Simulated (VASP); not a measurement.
Input of a VASP 6.6.1 run:

INCAR

```
SYSTEM = SnSe
  PREC = Accurate
  ENCUT = 520
  EDIFF = 1E-6
  ISMEAR = -1
  SIGMA = 0.05
  LREAL = .FALSE.
  LASPH = .TRUE.
  NELM = 80
  ALGO = Normal
  ISIF = 2
  LWAVE = .FALSE.
  LCHARG = .FALSE.
  GGA = PS
  NBANDS = 17
```

File KPOINTS:

```
regular mesh
0
G
  6 6 6
  0 0 0
```

The input POSCAR:

```
SnSe
1.0
    0.0000000000      3.0100000000      3.0852500000
    3.0100000000      0.0000000000      3.0852500000
    3.0100000000      3.0100000000      0.0000000000
Sn Se
1 1
Direct
    0.0000000000      0.0000000000      0.0000000000
    0.5000000000      0.5000000000      0.5000000000
```

Potentials or basis: VASP PAW PBE potentials, release 64 (Sn_d, Se).

Run with:

```sh
$ cat potpaw_PBE.64/Sn_d/POTCAR potpaw_PBE.64/Se/POTCAR > POTCAR
$ mpirun -np 1 vasp_std > vasp.out
```

Problem. Predict the pressure.

Solution. -3.3 GPa.

Problem. What does it give for the band gap on the k mesh?

Solution. 0.55 eV, direct.

Stress tensor (GPa, compression positive):
```
-2.48  0.00  0.00
 0.00 -2.48  0.00
 0.00  0.00 -4.84
```

Caveat: the PAW data sets were made with another functional, which shifts forces and pressure a little; spin-orbit coupling is left out, which moves the levels of the heavy elements. A k mesh can miss the band edges.
